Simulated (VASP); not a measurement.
Wanted: the native input for a VASP 6.6.1 run.

```yaml
Task: single point
Functional: PBE
Potentials_or_basis: VASP PAW PBE potentials, release 64 (Cl)
Cutoff: 520 eV
k_mesh: 19 × 19 × 10
Occupations: fermi-dirac, width 0.03 eV
Spin: no spin polarisation
Dipole_correction: no
Further_INCAR_settings: ALGO = Normal; EDIFF = 1e-07; NBANDS = 14
```

The structure of Cl lies in POSCAR:

```
Cl
1.0
    3.6924405461      0.0000000000      0.0000000000
   -1.8462202730      3.1977473149      0.0000000000
    0.0000000000      0.0000000000      3.9502068522
Cl
2
Direct
    0.3333333333      0.6666666667      0.2500000000
    0.6666666667      0.3333333333      0.7500000000
```

This cell differs from its parent crystal: volume scaled by 1.02.

One way to write it, as run:

INCAR

```
PREC = Accurate
ENCUT = 520
EDIFF = 1E-7
ISMEAR = -1
SIGMA = 0.03
LREAL = False
LASPH = True
NELM = 100
ALGO = Normal
ISIF = 2
LWAVE = False
LCHARG = True
GGA = PE
LELF = True
LVHAR = True
NBANDS = 14
```

KPOINTS

```
regular mesh
0
Gamma
  19 19 10
```

Potentials or basis: VASP PAW PBE potentials, release 64 (Cl).

The run is started by

```sh
$ cat potpaw_PBE.64/Cl/POTCAR > POTCAR
$ mpirun -np 1 vasp_std > vasp.out
```

Results of the run:

The pressure is -0.7 GPa. The band gap on the k mesh is zero (band 7 reaches 1.90 eV, above the bottom of band 8 at 0.06 eV).

It took 2 min on 1 thread of Intel(R) Xeon(R) Platinum 8259CL CPU @ 2.50GHz (Skylake/Cascade Lake), on a shared host, peak memory 0.24 GiB.
